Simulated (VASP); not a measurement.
ZnSe, 2 atoms in the cell. Symmetry: I-4m2, No. 119, tetragonal system. The conventional cell has a = 4.023 Å, b = 4.023 Å, c = 5.566 Å, α = 90.00°, β = 90.00°, γ = 90.00°. Within 3.2 Å of Zn (site symmetry -4m2) lie 4 Se at 2.45 Å. Within 3.2 Å of Se (site symmetry -4m2) lie 4 Zn at 2.45 Å. 

* Program: VASP 6.6.1
* Task: single point
* Functional: PBEsol
* Potentials or basis: VASP PAW PBE potentials, release 64 (Zn, Se)
* Cutoff: 500 eV
* k mesh: 4 × 4 × 4
* Occupations: gaussian, width 0.01 eV
* Spin: no spin polarisation
* Dipole correction: no
* Further INCAR settings: ALGO = Normal; EDIFF = 1e-06; NBANDS = 16

Potentials or basis: VASP PAW PBE potentials, release 64 (Zn, Se).

The run is started by

```bash
$ cat potpaw_PBE.64/Zn/POTCAR potpaw_PBE.64/Se/POTCAR > POTCAR
$ mpirun -np 1 vasp_std > vasp.out
```

Hardware: 1 thread of Intel(R) Xeon(R) Platinum 8488C (Sapphire Rapids), on a shared host.

**Question.** How long does it take, and how much memory?

**Answer.** Run time: 11 s on 1 thread of Intel(R) Xeon(R) Platinum 8488C (Sapphire Rapids) (shared host), peak memory 0.16 GiB. Counts: scf iterations 12, k points 13.
